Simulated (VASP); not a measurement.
# InAs in VASP: notebook

The runs below take InAs through relaxation of the atoms, with PBE.

Program: VASP 6.6.1. These are calculated values, not measurements. Logs are shortened: lines on timing, memory, paths and dates and some standing lists are left out, and cuts for length are marked.

## Step 1: The cell of the first run

The structure is cubic, space group F-43m (No. 216). The conventional cell has a = 6.177 Å, b = 6.177 Å, c = 6.177 Å, α = 90.00°, β = 90.00°, γ = 90.00°. Within 3.5 Å of In (site symmetry -43m) lie 4 As at 2.67 Å. Within 3.5 Å of As (site symmetry -43m) lie 4 In at 2.67 Å.

## Step 2: Relaxation of the atoms, PBE (29.46 Å³/atom)

Contents of INCAR:

```
ALGO     = Normal         # electronic algorithm
EDIFF    = 1E-7           # SCF threshold, eV
EDIFFG   = -0.02          # ionic threshold
ENCUT    = 520            # plane-wave cutoff, eV
GGA      = PE             # functional
IBRION   = 2              # ionic algorithm
ISIF     = 2              # what is computed and relaxed
ISMEAR   = -1             # smearing method
LASPH    = True           # aspherical terms in the spheres
LCHARG   = False          # write CHGCAR
LREAL    = False          # projectors in reciprocal space
LWAVE    = False          # write WAVECAR
NELM     = 80             # most SCF steps
NSW      = 80             # ionic steps
PREC     = Accurate       # precision mode
SIGMA    = 0.05           # smearing width, eV
```

Contents of KPOINTS:

```
k-points
0
Gamma
  13 13 13
```

Contents of POSCAR:

```
InAs
1.0
    0.0000000000      3.0884072391      3.0884072391
    3.0884072391      0.0000000000      3.0884072391
    3.0884072391      3.0884072391      0.0000000000
In As
1 1
Direct
    0.0000000000      0.0000000000      0.0000000000
    0.2500000000      0.2500000000      0.2500000000
```

Potentials or basis: VASP PAW PBE potentials, release 64 (In_d, As).

Started as:

```
$ cat potpaw_PBE.64/In_d/POTCAR potpaw_PBE.64/As/POTCAR > POTCAR
$ mpirun -np 1 vasp_std > vasp.out
```

OUTCAR:

```text
EDIFF = 1E-7
   EDIFFG = -0.02
   ENCUT = 520
   GGA = PE
   IBRION = 2
   ISIF = 2
   ISMEAR = -1
   LASPH = True
   LREAL = False
   NELM = 80
   NSW = 80
   PREC = Accurate

 ion  position               nearest neighbor table
   1  0.000  0.000  0.000-   2 2.67   2 2.67   2 2.67   2 2.67
   2  0.250  0.250  0.250-   1 2.67   1 2.67   1 2.67   1 2.67

  LATTYP: Found a face centered cubic cell.
 ALAT       =     6.1768144782

  Lattice vectors:

 A1 = (   0.0000000000,   3.0884072391,   3.0884072391)
 A2 = (   3.0884072391,   0.0000000000,   3.0884072391)
 A3 = (   3.0884072391,   3.0884072391,   0.0000000000)

Analysis of symmetry for initial positions (statically):
=====================================================================
 Subroutine PRICEL returns:
 Original cell was already a primitive cell.

 Routine SETGRP: Setting up the symmetry group for a
 face centered cubic supercell.

 Subroutine GETGRP returns: Found 24 space group operations
 (whereof 24 operations were pure point group operations)
 out of a pool of 48 trial point group operations.

The static configuration has the point symmetry T_d .

Analysis of symmetry for dynamics (positions and initial velocities):
=====================================================================
 Subroutine PRICEL returns:
 Original cell was already a primitive cell.

 Routine SETGRP: Setting up the symmetry group for a
 face centered cubic supercell.

 Subroutine GETGRP returns: Found 24 space group operations
 (whereof 24 operations were pure point group operations)
 out of a pool of 48 trial point group operations.

The dynamic configuration has the point symmetry T_d .

 Subroutine INISYM returns: Found 24 space group operations
 (whereof 24 operations are pure point group operations),
 and found     1 'primitive' translations

----------------------------------------------------------------------------------------

                                     Primitive cell

  volume of cell :      58.9161

  direct lattice vectors                    reciprocal lattice vectors
     0.000000000  3.088407239  3.088407239    -0.161895748  0.161895748  0.161895748
     3.088407239  0.000000000  3.088407239     0.161895748 -0.161895748  0.161895748
     3.088407239  3.088407239  0.000000000     0.161895748  0.161895748 -0.161895748

  length of vectors
     4.367667404  4.367667404  4.367667404     0.280411661  0.280411661  0.280411661

  position of ions in fractional coordinates (direct lattice)
     0.000000000  0.000000000  0.000000000
     0.250000000  0.250000000  0.250000000

  ion indices of the primitive-cell ions
   primitive index   ion index
                 1           1
                 2           2

----------------------------------------------------------------------------------------

 KPOINTS: k-points

Automatic generation of k-mesh.
 Grid dimensions read from file:
 generate k-points for:   13   13   13

 Generating k-lattice:

  Cartesian coordinates                     Fractional coordinates (reciprocal lattice)
    -0.012453519  0.012453519  0.012453519     0.076923077  0.000000000  0.000000000
     0.012453519 -0.012453519  0.012453519     0.000000000  0.076923077  0.000000000
     0.012453519  0.012453519 -0.012453519     0.000000000  0.000000000  0.076923077

  Length of vectors
     0.021570128  0.021570128  0.021570128

  Shift w.r.t. Gamma in fractional coordinates (k-lattice)
     0.000000000  0.000000000  0.000000000

 Subroutine IBZKPT returns following result:
 ===========================================

 Found     84 irreducible k-points:

 Following reciprocal coordinates:
            Coordinates               Weight
  0.000000  0.000000  0.000000      1.000000
  0.076923  0.000000  0.000000      8.000000
  0.153846  0.000000  0.000000      8.000000
  0.230769  0.000000  0.000000      8.000000
  0.307692  0.000000  0.000000      8.000000
  0.384615  0.000000  0.000000      8.000000
[... 16 lines left out ...]
  0.384615  0.153846  0.000000     24.000000
  0.461538  0.153846  0.000000     24.000000
 [... further k-points ...]
   k-points           NKPTS =     84   k-points in BZ     NKDIM =     84   number of bands    NBANDS=     13
   number of dos      NEDOS =    301   number of ions     NIONS =      2
   total plane-waves  NPLWV =  32768
   dimension x,y,z NGX =    32 NGY =   32 NGZ =   32
   dimension x,y,z NGXF=    64 NGYF=   64 NGZF=   64
   ions per type =               1   1
   NGX,Y,Z   is equivalent  to a cutoff of  12.18, 12.18, 12.18 a.u.
   NGXF,Y,Z  is equivalent  to a cutoff of  24.36, 24.36, 24.36 a.u.
 SYSTEM =  unknown system
   PREC   = accura    normal or accurate (medium, high low for compatibility)
   ISTART =      0    job   : 0-new  1-cont  2-samecut
   ICHARG =      2    charge: 1-file 2-atom 10-const
   ISPIN  =      1    spin polarized calculation?
   LNONCOLLINEAR =      F non collinear calculations
   LSORBIT =      F    spin-orbit coupling
   LASPH  =      T    aspherical Exc in radial PAW
   ENCUT  =  520.0 eV  38.22 Ry    6.18 a.u.   8.12  8.12  8.12*2*pi/ulx,y,z
   NELM   =     80;   NELMIN=  2; NELMDL= -5     # of ELM steps
   EDIFF  = 0.1E-06   stopping-criterion for ELM
   LREAL  =      F    real-space projection
   EDIFFG = -.2E-01   stopping-criterion for IOM
   NSW    =     80    number of steps for IOM
   IBRION =      2    ionic relax: 0-MD 1-quasi-New 2-CG
   NFREE  =      1    steps in history (QN), initial steepest desc. (CG)
   ISIF   =      2    stress and relaxation
   ISYM   =      2    0-nonsym 1-usesym 2-fastsym
   POTIM  = 0.5000    time-step for ionic-motion
   TEBEG  =    0.0;   TEEND  =   0.0 temperature during run
   PSTRESS=    0.0 pullay stress
   NELECT =      18.0000    total number of electrons
   NUPDOWN=      -1.0000    fix difference up-down
   EMIN   =  10.00;   EMAX   =-10.00  energy-range for DOS
   EFERMI =   0.00;   METHOD = LEGACY
   ISMEAR =    -1;   SIGMA  =   0.05  broadening in eV -4-tet -1-fermi 0-gaus
   EFERMI_NEDOS =   21; number of points for ismear=-14 and -15
   IALGO  =     38    algorithm
   IMIX   =      4    mixing-type and parameters
     AMIX     =   0.40;   BMIX     =  1.00
     AMIX_MAG =   1.60;   BMIX_MAG =  1.00
  volume/ion in A,a.u.               =      29.46       198.79
  Fermi-wavevector in a.u.,A,eV,Ry     =   1.102608  2.083627 16.541204  1.215744
  Thomas-Fermi vector in A             =   2.239053
   LORBIT       =      0    0 simple, 1 ext, 2 COOP (PROOUT), +10 PAW based schemes
   GGA     = PE    functional components
   LHFCALC =     F    Hartree Fock is set to
   AEXX    =    0.0000 exact exchange contribution
   IVDW    =     0    specifies the selected vdW correction
   LEPSILON=     F    determine dielectric tensor
   LRPA    =     F    only Hartree local field effects (RPA)
 conjugate gradient relaxation of ions
 non-spin polarized calculation
  energy-cutoff  :      520.00
  volume of cell :       58.92
 maximum number of plane-waves:      1600
   NGX = 17   NGY = 17   NGZ = 17

 number of electron      18.0000008 magnetization

 Free energy of the ion-electron system (eV)
  ---------------------------------------------------
  ext. energy  EPLUGINS =         0.00000000
  ---------------------------------------------------
  free energy    TOTEN  =        -7.71960151 eV

  energy without entropy =       -7.71939344  energy(sigma->0) =       -7.71949748

 E-fermi :   3.9982     XC(G=0):  -8.8164

 val. band max:        3.8848465747   @ k =   0.0000   0.0000   0.0000
 cond. band min:       4.4708771211   @ k =   0.0769   0.0000   0.0000
 fundamental gap:      0.5860305463
 Fermi energy:         3.9981856147

 k-point     1 :       0.0000    0.0000    0.0000
  band No.  band energies     occupation
      1     -10.3896      2.00000
      2     -10.3896      2.00000
      3     -10.3896      2.00000
      4     -10.2882      2.00000
      5     -10.2882      2.00000
      6      -7.5840      2.00000
      7       3.3662      1.99999
      8       3.8848      1.81218
      9       3.8848      1.81218
     10       3.8848      1.81218
     11       7.7610      0.00000
     12       7.7610      0.00000
     13       7.7610      0.00000

 k-point     2 :       0.0769    0.0000    0.0000
  band No.  band energies     occupation
      1     -10.3955      2.00000
      2     -10.3878      2.00000
      3     -10.3878      2.00000
      4     -10.2882      2.00000
      5     -10.2882      2.00000
      6      -7.5290      2.00000
      7       2.5958      2.00000
      8       3.8147      1.95029
      9       3.8147      1.95029
     10       4.4709      0.00016
     11       7.7677      0.00000
     12       7.8676      0.00000
     13       7.8676      0.00000

 k-point     3 :       0.1538    0.0000    0.0000
  band No.  band energies     occupation
      1     -10.4114      2.00000
      2     -10.3828      2.00000
      3     -10.3828      2.00000
      4     -10.2881      2.00000
      5     -10.2881      2.00000
      6      -7.3693      2.00000
      7       1.5584      2.00000
      8       3.6381      1.99851
      9       3.6381      1.99851
     10       4.9107      0.00000
     11       8.0031      0.00000
     12       8.1243      0.00000
     13       8.1243      0.00000
[... 305 lines left out ...]
 k-point    23 :       0.3846    0.1538    0.0000
  band No.  band energies     occupation
      1     -10.4769      2.00000
      2     -10.3620      2.00000
      3     -10.3578      2.00000
      4     -10.2949      2.00000
      5     -10.2794      2.00000
      6      -6.5631      2.00000
      7      -0.7009      2.00000
      8       2.2970      2.00000
      9       2.6614      2.00000
     10       5.9827      0.00000
     11       7.7290      0.00000
     12       9.3374      0.00000
     13       9.4501      0.00000

 k-point    24 :       0.4615    0.1538    0.0000
  band No.  band energies     occupation
      1     -10.4879      2.00000
      2     -10.3602      2.00000
      3     -10.3554      2.00000
      4     -10.2917      2.00000
      5     -10.2794      2.00000
      6      -6.3060      2.00000
      7      -1.2518      2.00000
      8       2.0243      2.00000
      9       2.6343      2.00000
     10       5.8978      0.00000
     11       8.0134      0.00000
     12       9.3411      0.00000
     13       9.9028      0.00000

 [... further k-points ...]
[... 5 lines left out ...]
  --------------------------------------------------------------------------------------
  -------------------------------------------------------------------------------------
  Total        0.1010542      0.1010542      0.1010542      0.0000000      0.0000000     -0.0000000
  in kB        2.7480923      2.7480923      2.7480923      0.0000000      0.0000000     -0.0000000
  external PRESSURE =       2.7480923 kB  Pullay stress =       0.0000000 kB

 VOLUME and BASIS-vectors are now :
 -----------------------------------------------------------------------------
  energy-cutoff  :      520.00
  volume of cell :       58.92
      direct lattice vectors                 reciprocal lattice vectors
     0.000000000  3.088407239  3.088407239    -0.161895748  0.161895748  0.161895748
     3.088407239  0.000000000  3.088407239     0.161895748 -0.161895748  0.161895748
     3.088407239  3.088407239  0.000000000     0.161895748  0.161895748 -0.161895748

 POSITION                                       TOTAL-FORCE (eV/Angst)
 -----------------------------------------------------------------------------------
      0.00000      0.00000      0.00000        -0.000000     -0.000000     -0.000000
      1.54420      1.54420      1.54420         0.000000      0.000000      0.000000
 -----------------------------------------------------------------------------------
    total drift:                               -0.000000     -0.000000     -0.000000

  FREE ENERGIE OF THE ION-ELECTRON SYSTEM (eV)
  ---------------------------------------------------
  free  energy   TOTEN  =        -7.7196015083 eV

  energy  without entropy=       -7.7193934439  energy(sigma->0) =       -7.71949748

 reached required accuracy - stopping structural energy minimisation
```

Run time: 64 s. Hardware: 1 thread of AMD EPYC 7R43 (Zen 3), shared host; peak memory 0.19 GiB.

Results:

```yaml
Free_energy: -7.7196 eV
Pressure_after_relaxing: 0.3 GPa
Band_gap_on_the_k_mesh: zero (filled and empty bands touch)
```

Final structure:
```
CELL_PARAMETERS angstrom
0.00000 3.08841 3.08841
3.08841 0.00000 3.08841
3.08841 3.08841 0.00000
ATOMIC_POSITIONS crystal
In 0.00000 0.00000 0.00000
As 0.25000 0.25000 0.25000
```

Levels at points of the mesh, in eV from the Fermi level:
```
           k point  band 6  band 7  band 8  band 9  band 10  band 11  band 12  band 13
(0.00, 0.00, 0.00)  -11.58   -0.63   -0.11   -0.11    -0.11     3.76     3.76     3.76
```

Caveat: the relaxation stopped at its first step, so nothing moved; semilocal functionals underestimate gaps, so a narrow gap can read as zero; spin-orbit coupling is left out, which moves the levels of the heavy elements.

## Step 3: Relaxation of the atoms, PBE (z stretched by +3 %)

Contents of INCAR:

```
SYSTEM = InAs
PREC     = Accurate       ! precision mode
ENCUT    = 520            ! plane-wave cutoff, eV
EDIFF    = 1E-7           ! SCF threshold, eV
ISMEAR   = -1             ! smearing method
SIGMA    = 0.05           ! smearing width, eV
LREAL    = .False.        ! projectors in reciprocal space
LASPH    = .True.         ! aspherical terms in the spheres
NELM     = 80             ! most SCF steps
ALGO     = Normal         ! electronic algorithm
ISIF     = 2              ! what is computed and relaxed
LWAVE    = .False.        ! write WAVECAR
LCHARG   = .False.        ! write CHGCAR
GGA      = PE             ! functional
IBRION   = 2              ! ionic algorithm
NSW      = 80             ! ionic steps
EDIFFG   = -0.02          ! ionic threshold
```

Contents of KPOINTS:

```
regular mesh
0
Gamma
  13 13 13
  0 0 0
```

Contents of POSCAR:

```
InAs
1.0
    0.0000000000      3.0290000000      3.1198700000
    3.0290000000      0.0000000000      3.1198700000
    3.0290000000      3.0290000000      0.0000000000
In As
1 1
Direct
    0.0000000000      0.0000000000      0.0000000000
    0.2500000000      0.2500000000      0.2500000000
```

Potentials or basis: VASP PAW PBE potentials, release 64 (In_d, As).

Started as:

```
$ cat potpaw_PBE.64/In_d/POTCAR potpaw_PBE.64/As/POTCAR > POTCAR
$ mpirun -np 1 vasp_std > vasp.out
```

OUTCAR:

```text
SYSTEM = InAs
   PREC = Accurate
   ENCUT = 520
   EDIFF = 1E-7
   ISMEAR = -1
   LREAL = .False.
   LASPH = .True.
   NELM = 80
   ISIF = 2
   GGA = PE
   IBRION = 2
   NSW = 80
   EDIFFG = -0.02

 ion  position               nearest neighbor table
   1  0.000  0.000  0.000-   2 2.65   2 2.65   2 2.65   2 2.65
   2  0.250  0.250  0.250-   1 2.65   1 2.65   1 2.65   1 2.65

  LATTYP: Found a body centered tetragonal cell.
 ALAT       =     4.2836528804
 C/A-ratio  =     1.4566399692

  Lattice vectors:
[... 564 lines left out ...]
      9       2.9512      2.00000
     10       6.2927      0.00000
     11       8.2731      0.00000
     12       9.7438      0.00000
     13      10.3633      0.00000

 [... further k-points ...]
[... 5 lines left out ...]
  --------------------------------------------------------------------------------------
  -------------------------------------------------------------------------------------
  Total        0.7633720      0.7633720      0.3954144      0.0000000      0.0000000      0.0000000
  in kB       21.3639592     21.3639592     11.0661887      0.0000000      0.0000000      0.0000000
  external PRESSURE =      17.9313691 kB  Pullay stress =       0.0000000 kB

 VOLUME and BASIS-vectors are now :
 -----------------------------------------------------------------------------
  energy-cutoff  :      520.00
  volume of cell :       57.25
      direct lattice vectors                 reciprocal lattice vectors
     0.000000000  3.029000000  3.119870000    -0.165070981  0.165070981  0.160263088
     3.029000000  0.000000000  3.119870000     0.165070981 -0.165070981  0.160263088
     3.029000000  3.029000000  0.000000000     0.165070981  0.165070981 -0.160263088

 POSITION                                       TOTAL-FORCE (eV/Angst)
 -----------------------------------------------------------------------------------
      0.00000      0.00000      0.00000        -0.000000     -0.000000     -0.000000
      1.51450      1.51450      1.55994         0.000000      0.000000      0.000000
 -----------------------------------------------------------------------------------
    total drift:                               -0.000000     -0.000000      0.000001

  FREE ENERGIE OF THE ION-ELECTRON SYSTEM (eV)
  ---------------------------------------------------
  free  energy   TOTEN  =        -7.7051125363 eV

  energy  without entropy=       -7.7049237744  energy(sigma->0) =       -7.70501816

 reached required accuracy - stopping structural energy minimisation
```

Run time: 2.1 min. Hardware: 1 thread of Oxide Virtual Turin-like, shared host; peak memory 0.27 GiB.

Results:

```yaml
Free_energy: -7.7051 eV
Pressure_after_relaxing: 1.8 GPa
Band_gap_on_the_k_mesh: zero (filled and empty bands touch)
```

Final structure:
```yaml
crystal:
  lattice:
    - [0.00000, 3.02900, 3.11987]
    - [3.02900, 0.00000, 3.11987]
    - [3.02900, 3.02900, 0.00000]
  atoms:
    - { symbol: In, position: [0.00000, 0.00000, 0.00000] }
    - { symbol: As, position: [0.25000, 0.25000, 0.25000] }
```

Levels at points of the mesh, in eV from the Fermi level:
| k point | band 5 | band 6 | band 7 | band 8 | band 9 | band 10 | band 11 | band 12 | band 13 |
| --- | --- | --- | --- | --- | --- | --- | --- | --- | --- |
| (0.00, 0.00, 0.00) | -14.34 | -11.77 | -0.51 | -0.23 | -0.08 | -0.08 | 3.74 | 3.74 | 3.80 |

Caveat: the cell differs from its parent crystal (z stretched by +3 %); the relaxation stopped at its first step, so nothing moved; semilocal functionals underestimate gaps, so a narrow gap can read as zero; spin-orbit coupling is left out, which moves the levels of the heavy elements.
